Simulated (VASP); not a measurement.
Crystal: BN.

```
CELL_PARAMETERS angstrom
0.00000 1.80483 1.81385
1.80483 0.00000 1.81385
1.80483 1.80483 0.00000
ATOMIC_POSITIONS crystal
B 0.00000 0.00000 0.00000
N 0.25000 0.25000 0.25000
```

This cell differs from its parent crystal: uniaxial z strain +0.5%.

Base run:

* Program: VASP 6.6.1
* Functional: r2SCAN
* Potentials or basis: VASP PAW PBE potentials, release 64 (B, N)
* Cutoff: 520 eV
* k mesh: 12 × 12 × 12
* Occupations: gaussian, width 0.01 eV
* Spin: no spin polarisation

Its results: band gap on the k mesh 4.93 eV, indirect (least direct gap 9.49 eV); pressure -0.8 GPa.

**Question.** The run is repeated on the same cell with these changes: functional from r2SCAN to PBE; occupations from gaussian, width 0.01 eV to fermi-dirac, width 0.02 eV. What comes out?

**Answer.** Band gap on the k mesh 4.41 eV, indirect (least direct gap 8.79 eV); pressure 3.1 GPa.

Caveats: the PAW data sets were made with another functional, which shifts forces and pressure a little (some runs).

A k mesh can miss the band edges.
